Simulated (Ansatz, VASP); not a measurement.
## One calculation of SnBi2O5, two programs

```
CELL_PARAMETERS angstrom
-1.95000 1.97500 8.40000
1.95000 -1.97500 8.40000
1.95000 1.97500 -8.40000
ATOMIC_POSITIONS crystal
Sn 0.00000 0.00000 0.00000
Bi 0.67000 0.67000 0.00000
Bi 0.33000 0.33000 0.00000
O 0.11500 0.11500 0.00000
O 0.88500 0.88500 0.00000
O 0.50000 0.00000 0.50000
O 0.75000 0.25000 0.50000
O 0.25000 0.75000 0.50000
```

Change from the starting cell: built by hand: oxygen-deficient Aurivillius n=1, vacancy ordered (Immm, No. 71).

Alike in both runs: task relaxation of cell and atoms; functional PBE; k mesh 4 × 4 × 4; occupations gaussian, width 0.15 eV; no spin polarisation.

|  | VASP | Ansatz |
| --- | --- | --- |
| version | VASP 6.6.1 | Ansatz 0.2.0 |
| potentials or method | VASP PAW PBE potentials, release 64 (Sn_d, Bi_d, O), cutoff 600 eV | scalar-relativistic, plane waves, PAW |
| valence electrons in the cell | 74 | 74 |

VASP gave:

- gap on the k mesh at the Fermi level, each at its own relaxed structure (eV): 0.75
- relaxed volume (Å³/atom): 15.58
- relaxed cell length with the largest relative difference (Å): 8.954

Problem. Which values does Ansatz return?

Solution. gap on the k mesh at the Fermi level, each at its own relaxed structure (eV): 0.76; relaxed volume (Å³/atom): 15.64; relaxed cell length with the largest relative difference (Å): 8.948.

The k mesh is coarse, so the values compare programs but aren't converged. Spin-orbit coupling is off throughout.
